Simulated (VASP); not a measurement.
Wanted: the native input for a VASP 6.6.1 run.

```yaml
Task: relaxation of cell and atoms
Functional: PBE
Potentials_or_basis: VASP PAW PBE potentials, release 64 (Cu)
Cutoff: 600 eV
k_mesh: 14 × 14 × 14
Occupations: fermi-dirac, width 0.05 eV
Spin: no spin polarisation
Dipole_correction: no
Further_INCAR_settings: ALGO = Normal; EDIFF = 1e-06; IBRION = 2; EDIFFG = -0.01; NSW = 80; ISIF = 3
```

The structure of Cu lies in POSCAR:

```
Cu
1.0
    0.0000000000      2.4850000000      2.4850000000
    2.4850000000      0.0000000000      2.4850000000
    2.4850000000      2.4850000000      0.0000000000
Cu
2
Direct
    0.0000000000      0.0000000000      0.0000000000
    0.2500000000      0.2500000000      0.2500000000
```

This isn't the form of Cu at room conditions, which is fcc.

The input as run:

INCAR

```
SYSTEM = Cu
PREC = Accurate
ENCUT = 600
EDIFF = 1E-6
ISMEAR = -1
SIGMA = 0.05
LREAL = .False.
LASPH = .True.
NELM = 80
ALGO = Normal
ISIF = 3
LWAVE = .False.
LCHARG = .False.
GGA = PE
IBRION = 2
NSW = 80
EDIFFG = -0.01
```

KPOINTS

```
regular mesh
0
Gamma
  14 14 14
  0 0 0
```

Potentials or basis: VASP PAW PBE potentials, release 64 (Cu).

Launch:

```sh
$ cat potpaw_PBE.64/Cu/POTCAR > POTCAR
$ mpirun -np 1 vasp_std > vasp.out
```

Results of the run:

* Relaxed volume: 19.24 Å³/atom
* Relaxed cell: a = 3.790 Å, b = 3.790 Å, c = 3.790 Å, α = 60.00°, β = 60.00°, γ = 60.00°
* Space group after relaxing (to 0.1 Å): Fd-3m (No. 227)
* Energy gained by relaxing: 210.7 meV/atom
* Ionic steps: 4
* Pressure after relaxing: 0.0 GPa
* Band gap on the k mesh: zero (bands 11 and 12 overlap by 0.95 eV)

Caveat: the volume moved by over 15 % at a fixed basis, so the end points are rough.

Wall time 4.3 min on 1 thread of Intel Xeon 8259CL (shared host), peak memory 0.19 GiB.
